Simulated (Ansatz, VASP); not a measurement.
**CdS in VASP and in Ansatz**

File POSCAR:

```
CdS
1.0
    4.2381691835      0.0000000000      0.0000000000
   -2.1190845917      3.6703621784      0.0000000000
    0.0000000000      0.0000000000      6.7490000000
Cd S
2 2
Direct
    0.3333333333      0.6666666667      0.0000000000
    0.6666666667      0.3333333333      0.5000000000
    0.3333333333      0.6666666667      0.3850000000
    0.6666666667      0.3333333333      0.8850000000
```

The input INCAR.step1:

```
SYSTEM = CdS
ALGO     = Normal         ! electronic algorithm
EDIFF    = 1E-4           ! SCF threshold, eV
ENCUT    = 520            ! plane-wave cutoff, eV
GGA      = PE             ! functional
ISMEAR   = 0              ! smearing method
LASPH    = .True.         ! aspherical terms in the spheres
LCHARG   = .False.        ! write CHGCAR
LREAL    = .False.        ! projectors in reciprocal space
LWAVE    = .True.         ! write WAVECAR
NBANDS   = 26             ! bands
NELM     = 80             ! most SCF steps
PREC     = Accurate       ! precision mode
SIGMA    = 0.05           ! smearing width, eV
```

Contents of INCAR.step2:

```
SYSTEM = CdS
ALGO     = Normal         ! electronic algorithm
EDIFF    = 1E-6           ! SCF threshold, eV
ENCUT    = 520            ! plane-wave cutoff, eV
ISIF     = 2              ! what is computed and relaxed
ISMEAR   = 0              ! smearing method
ISTART   = 1            
LASPH    = .True.         ! aspherical terms in the spheres
LCHARG   = .False.        ! write CHGCAR
LMIXTAU  = .True.       
LREAL    = .False.        ! projectors in reciprocal space
LWAVE    = .False.        ! write WAVECAR
METAGGA  = R2SCAN         ! meta-GGA
NBANDS   = 26             ! bands
NELM     = 80             ! most SCF steps
PREC     = Accurate       ! precision mode
SIGMA    = 0.05           ! smearing width, eV
```

KPOINTS

```
k-points
0
Gamma
  12 12 4
  0 0 0
```

Input for Ansatz:

```yaml
crystal:
  lattice:
    - [4.2381691835, 0.0, 0.0]
    - [-2.1190845917, 3.6703621784, 0.0]
    - [0.0, 0.0, 6.749]
  atoms:
    - { symbol: Cd, position: [0.3333333333, 0.6666666667, 0.0] }
    - { symbol: Cd, position: [0.6666666667, 0.3333333333, 0.5] }
    - { symbol: S, position: [0.3333333333, 0.6666666667, 0.385] }
    - { symbol: S, position: [0.6666666667, 0.3333333333, 0.885] }
basis:
  ecutwfc: 500
kpoints:
  mp_grid: { grid: [12, 12, 4] }
hamiltonian:
  xc: r2scan
scf:
  occupations: { method: gaussian, width: 0.05 }
output:
  forces: true
  stress: true
  eigenvalues: true
  write_density: true
  write_potential: true
  elf: true
  volumetric_format: npy
```

Change from the starting cell: strain +0.025 along x and y, +0.000 along z, atoms carried along.

Alike in both runs: task single point; functional r2SCAN; k mesh 12 × 12 × 4; occupations gaussian, width 0.05 eV; no spin polarisation.

```csv
,VASP,Ansatz
version,VASP 6.6.1,Ansatz 0.2.0
potentials or method,"VASP PAW PBE potentials, release 64 (Cd, S), cutoff 520 eV","scalar-relativistic, plane waves, PAW"
valence electrons in the cell,36,52
```

VASP gave:

- gap on the k mesh at the Fermi level (eV): 1.55
- least direct gap on the mesh (eV): 1.55
- pressure (GPa): -1.6
- traceless stress, the component that is largest in VASP (GPa): 0.20
- rms of the force components (eV/Å): 0.053

What did Ansatz give for the same quantities?

gap on the k mesh at the Fermi level (eV): 1.55; least direct gap on the mesh (eV): 1.55; pressure (GPa): -1.9; traceless stress, the component that is largest in VASP (GPa): 0.21; rms of the force components (eV/Å): 0.052.

VASP's potentials were made for PBE, not for r2SCAN. Atom by atom the forces differ by 0.001 eV/Å (rms over components). The functional is the same, so the differences come from potentials, cutoffs and numerics. VASP's potentials hold 36 valence electrons a cell and Ansatz's 52, so a difference there can come from the potentials and not from the codes.
